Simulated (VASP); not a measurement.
# MgS: single point with PBEsol

Crystal: MgS.

```
S Mg
1.0
     4.00544    0.00000    0.00000
    -2.00272    3.46881    0.00000
     0.00000    0.00000    4.89045
S Mg
2 2
Direct
  0.66667 0.33333 0.93750
  0.33333 0.66667 0.43750
  0.33333 0.66667 0.93750
  0.66667 0.33333 0.43750
```

```yaml
Program: VASP 6.6.1
Task: single point
Functional: PBEsol
Potentials_or_basis: VASP PAW PBE potentials, release 64 (S, Mg)
Cutoff: 520 eV
k_mesh: 8 × 8 × 4
Occupations: fermi-dirac, width 0.05 eV
Spin: no spin polarisation
```

```
Pressure               : 20.1 GPa
Band gap on the k mesh : 3.05 eV (least direct gap 3.30 eV)
```

Stress tensor (GPa, compression positive):
```
20.11  0.00  0.00
 0.00 20.11  0.00
 0.00  0.00 19.98
```

Levels at points of the mesh, in eV from the valence-band top:
| k point | band 4 | band 5 | band 6 | band 7 | band 8 | band 9 | band 10 | band 11 | band 12 | band 13 |
| --- | --- | --- | --- | --- | --- | --- | --- | --- | --- | --- |
| (0.00, 0.00, 0.00) | -2.66 | -2.66 | -1.18 | -1.18 | 0.00 | 3.30 | 3.79 | 6.02 | 6.02 | 7.46 |
| (0.50, 0.00, 0.00) | -3.62 | -3.48 | -3.05 | -2.25 | -0.96 | 3.05 | 5.84 | 5.94 | 6.10 | 8.42 |
| (0.00, 0.00, 0.50) | -2.89 | -1.97 | -1.97 | -1.97 | -1.97 | 5.06 | 5.06 | 5.79 | 5.79 | 5.79 |
| (0.50, 0.00, 0.50) | -5.33 | -2.50 | -2.50 | -1.22 | -1.22 | 4.47 | 4.47 | 6.81 | 6.81 | 9.19 |

Wall time 14 s on 1 thread of Intel(R) Xeon(R) 6975P-C (Granite Rapids), on a shared host, peak memory 0.18 GiB.

Caveat: the cell stands under pressure; the PAW data sets were made with another functional, which shifts forces and pressure a little. A k mesh can miss the band edges.
